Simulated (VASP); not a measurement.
# Ti in VASP: single point with PBE

Aim: the single point of Ti with PBE.

All numbers are computed with VASP 6.6.1; they aren't measurements. Logs are shortened: lines on timing, memory, paths and dates and some standing lists are left out, and cuts for length are marked.

**1. The cell of the first run**

The cell holds a slab with vacuum, 4 atoms: a = 2.936 Å, b = 2.936 Å, c = 32.574 Å, α = 90.00°, β = 90.00°, γ = 120.00°.

**2. Single point, PBE**

Input file INCAR:

```
SYSTEM = Ti
ALGO     = Normal         ! electronic algorithm
DIPOL    = 0.5 0.5 0.288
EDIFF    = 1E-6           ! SCF threshold, eV
ENCUT    = 400            ! plane-wave cutoff, eV
GGA      = PE             ! functional
GGA_COMPAT= .False.      
IDIPOL   = 3            
ISIF     = 2              ! what is computed and relaxed
ISMEAR   = 1              ! smearing method
LASPH    = .True.         ! aspherical terms in the spheres
LCHARG   = .False.        ! write CHGCAR
LDIPOL   = .True.       
LREAL    = .False.        ! projectors in reciprocal space
LWAVE    = .False.        ! write WAVECAR
NBANDS   = 32             ! bands
NELM     = 120            ! most SCF steps
NELMDL   = -8           
PREC     = Accurate       ! precision mode
SIGMA    = 0.1            ! smearing width, eV
```

Input file KPOINTS:

```
k-points
0
Gamma
  15 15 1
  0 0 0
```

Input file POSCAR:

```
Ti
1.0
    2.9361876914      0.0000000000      0.0000000000
   -1.4680938457      2.5428131310      0.0000000000
    0.0000000000      0.0000000000     32.5742385131
Ti
4
Direct
    0.3333333333      0.6666666667      0.1841946358
    0.6666666667      0.3333333333      0.2504263937
    0.3333333333      0.6666666667      0.3248848405
    0.6666666667      0.3333333333      0.3941583701
```

Potentials or basis: VASP PAW PBE potentials, release 64 (Ti_sv).

Command:

```console
> cat potpaw_PBE.64/Ti_sv/POTCAR > POTCAR
> mpirun -np 1 vasp_std > vasp.out
```

OUTCAR:

```text
SYSTEM = Ti
   EDIFF = 1E-6
   ENCUT = 400
   GGA = PE
   ISIF = 2
   ISMEAR = 1
   LASPH = .True.
   LREAL = .False.
   NELM = 120
   NELMDL = -8
   PREC = Accurate

 ion  position               nearest neighbor table
   1  0.333  0.667  0.184-   2 2.74   2 2.74   2 2.74
   2  0.667  0.333  0.250-   1 2.74   1 2.74   1 2.74
   3  0.333  0.667  0.325-   4 2.82   4 2.82   4 2.82
   4  0.667  0.333  0.394-   3 2.82   3 2.82   3 2.82

  LATTYP: Found a hexagonal cell.
 ALAT       =     2.9361876914
 C/A-ratio  =    11.0940586695

  Lattice vectors:

 A1 = (   2.9361876914,   0.0000000000,   0.0000000000)
 A2 = (  -1.4680938457,   2.5428131310,   0.0000000000)
 A3 = (   0.0000000000,   0.0000000000,  32.5742385131)

Analysis of symmetry for initial positions (statically):
=====================================================================
 Subroutine PRICEL returns:
 Original cell was already a primitive cell.

 Routine SETGRP: Setting up the symmetry group for a
 hexagonal supercell.

 Subroutine GETGRP returns: Found  6 space group operations
 (whereof  6 operations were pure point group operations)
 out of a pool of 24 trial point group operations.

The static configuration has the point symmetry C_3v.

Analysis of symmetry for dynamics (positions and initial velocities):
=====================================================================
 Subroutine PRICEL returns:
 Original cell was already a primitive cell.

 Routine SETGRP: Setting up the symmetry group for a
 hexagonal supercell.

 Subroutine GETGRP returns: Found  6 space group operations
 (whereof  6 operations were pure point group operations)
 out of a pool of 24 trial point group operations.

The dynamic configuration has the point symmetry C_3v.

 Subroutine INISYM returns: Found  6 space group operations
 (whereof  6 operations are pure point group operations),
 and found     1 'primitive' translations

----------------------------------------------------------------------------------------

                                     Primitive cell

  volume of cell :     243.2050

  direct lattice vectors                    reciprocal lattice vectors
     2.936187691  0.000000000  0.000000000     0.340577683  0.196632617  0.000000000
    -1.468093846  2.542813131  0.000000000     0.000000000  0.393265234  0.000000000
     0.000000000  0.000000000 32.574238513     0.000000000  0.000000000  0.030699106

  length of vectors
     2.936187691  2.936187691 32.574238513     0.393265234  0.393265234  0.030699106

[... 92 lines left out ...]
   POTIM  = 0.5000    time-step for ionic-motion
   TEBEG  =    0.0;   TEEND  =   0.0 temperature during run
   PSTRESS=    0.0 pullay stress
   NELECT =      48.0000    total number of electrons
   NUPDOWN=      -1.0000    fix difference up-down
   EMIN   =  10.00;   EMAX   =-10.00  energy-range for DOS
   EFERMI =   0.00;   METHOD = LEGACY
   ISMEAR =     1;   SIGMA  =   0.10  broadening in eV -4-tet -1-fermi 0-gaus
   EFERMI_NEDOS =   21; number of points for ismear=-14 and -15
   IALGO  =     38    algorithm
   IMIX   =      4    mixing-type and parameters
     AMIX     =   0.40;   BMIX     =  1.00
     AMIX_MAG =   1.60;   BMIX_MAG =  1.00
  volume/ion in A,a.u.               =      60.80       410.31
  Fermi-wavevector in a.u.,A,eV,Ry     =   0.953157  1.801205 12.361003  0.908508
  Thomas-Fermi vector in A             =   2.081786
   LORBIT       =      0    0 simple, 1 ext, 2 COOP (PROOUT), +10 PAW based schemes
   GGA     = PE    functional components
   LHFCALC =     F    Hartree Fock is set to
   AEXX    =    0.0000 exact exchange contribution
   IVDW    =     0    specifies the selected vdW correction
   LEPSILON=     F    determine dielectric tensor
   LRPA    =     F    only Hartree local field effects (RPA)
 non-spin polarized calculation
 Methfessel and Paxton  Order N= 1 SIGMA  =   0.10
  energy-cutoff  :      400.00
  volume of cell :      243.21
 maximum number of plane-waves:      4440
 NGX is ok and might be reduce to    20
   NGX =  9   NGY =  9   NGZ =107

 dipolmoment           0.000000      0.000000     -0.000951 electrons x Angstroem

 number of electron      47.9999999 magnetization

 dipolmoment           0.000000      0.000000      0.002914 electrons x Angstroem

 Free energy of the ion-electron system (eV)
  ---------------------------------------------------
  ext. energy  EPLUGINS =         0.00000000
  ---------------------------------------------------
  free energy    TOTEN  =       -29.46296057 eV

  energy without entropy =      -29.46293806  energy(sigma->0) =      -29.46295306

 E-fermi :  -0.7070     XC(G=0):  -3.9342

 val. band max:       -0.7175028357   @ k =   0.3333   0.2000   0.0000
 cond. band min:      -0.7033192706   @ k =   0.4000   0.2000   0.0000
 fundamental gap:      0.0141835651
 Fermi energy:        -0.7069938593

 k-point     1 :       0.0000    0.0000    0.0000
  band No.  band energies     occupation
      1     -57.6573      2.00000
      2     -57.6057      2.00000
      3     -57.4588      2.00000
      4     -57.3798      2.00000
      5     -34.1489      2.00000
      6     -34.0730      2.00000
[... 829 lines left out ...]
     31       1.3900      0.00000
     32       1.9188      0.00000

 [... further k-points ...]

------------------------ aborting loop because EDIFF is reached ----------------------------------------

 vacuum level on the upper side and lower side of the slab       (xc-potential included)         0.029        -0.040

  FORCE on cell =-STRESS in cart. coord.  units (eV):
  Direction    XX          YY          ZZ          XY          YZ          ZX
  --------------------------------------------------------------------------------------
  -------------------------------------------------------------------------------------
  Total       -1.1822047     -1.1822047     -1.4220680      0.0000000     -0.0000000      0.0000000
  in kB       -7.7880860     -7.7880860     -9.3682485      0.0000000     -0.0000000      0.0000000
  external PRESSURE =      -8.3148068 kB  Pullay stress =       0.0000000 kB

 VOLUME and BASIS-vectors are now :
 -----------------------------------------------------------------------------
  energy-cutoff  :      400.00
  volume of cell :      243.21
      direct lattice vectors                 reciprocal lattice vectors
     2.936187691  0.000000000  0.000000000     0.340577683  0.196632617  0.000000000
    -1.468093846  2.542813131  0.000000000     0.000000000  0.393265234  0.000000000
     0.000000000  0.000000000 32.574238513     0.000000000  0.000000000  0.030699106

 POSITION                                       TOTAL-FORCE (eV/Angst)
 -----------------------------------------------------------------------------------
     -0.00000      1.69521      6.00000        -0.000000      0.000000     -0.000518
      1.46809      0.84760      8.15745         0.000000     -0.000000      0.003881
     -0.00000      1.69521     10.58288         0.000000     -0.000000      0.443904
      1.46809      0.84760     12.83941        -0.000000     -0.000000     -0.447268
 -----------------------------------------------------------------------------------
    total drift:                                0.000000      0.000000      0.002368

  FREE ENERGIE OF THE ION-ELECTRON SYSTEM (eV)
  ---------------------------------------------------
  free  energy   TOTEN  =       -29.4629605659 eV

  energy  without entropy=      -29.4629380625  energy(sigma->0) =      -29.46295306

 vacuum level on the upper side and lower side of the slab         3.790         3.719
```

OSZICAR:

```text
N       E                     dE             d eps       ncg     rms          rms(c)
DAV:   1     0.475184044902E+03    0.47518E+03   -0.24168E+04  2264   0.121E+03
DAV:   2     0.354465346898E+02   -0.43974E+03   -0.42689E+03  1920   0.419E+02
DAV:   3    -0.242264278369E+02   -0.59673E+02   -0.58195E+02  3000   0.132E+02
[... 27 lines left out ...]
DAV:  31    -0.294629471375E+02   -0.98492E-05   -0.42439E-07  1464   0.415E-03    0.141E-03
DAV:  32    -0.294629542942E+02   -0.71568E-05   -0.29352E-07  1440   0.360E-03    0.961E-04
DAV:  33    -0.294629581168E+02   -0.38225E-05   -0.14376E-07  1424   0.328E-03    0.875E-04
DAV:  34    -0.294629597559E+02   -0.16391E-05   -0.72241E-08  1368   0.196E-03    0.323E-04
DAV:  35    -0.294629605659E+02   -0.81004E-06   -0.28562E-08  1368   0.111E-03
   1 F= -.29462961E+02 E0= -.29462953E+02  d E =-.225035E-04
```

It took 3.8 min on 1 thread of Intel Xeon 6975P-C (Granite Rapids), shared host; peak memory 0.31 GiB.

Results:

- Free energy: -29.4630 eV
- Largest force: 0.447 eV/Å
- Band gap on the k mesh: zero (bands 24 and 25 overlap by 1.12 eV)

Forces in eV/Å, atoms in the order of the input:
```
Ti   0.000  0.000 -0.001
Ti   0.000  0.000  0.004
Ti   0.000  0.000  0.444
Ti   0.000  0.000 -0.447
```
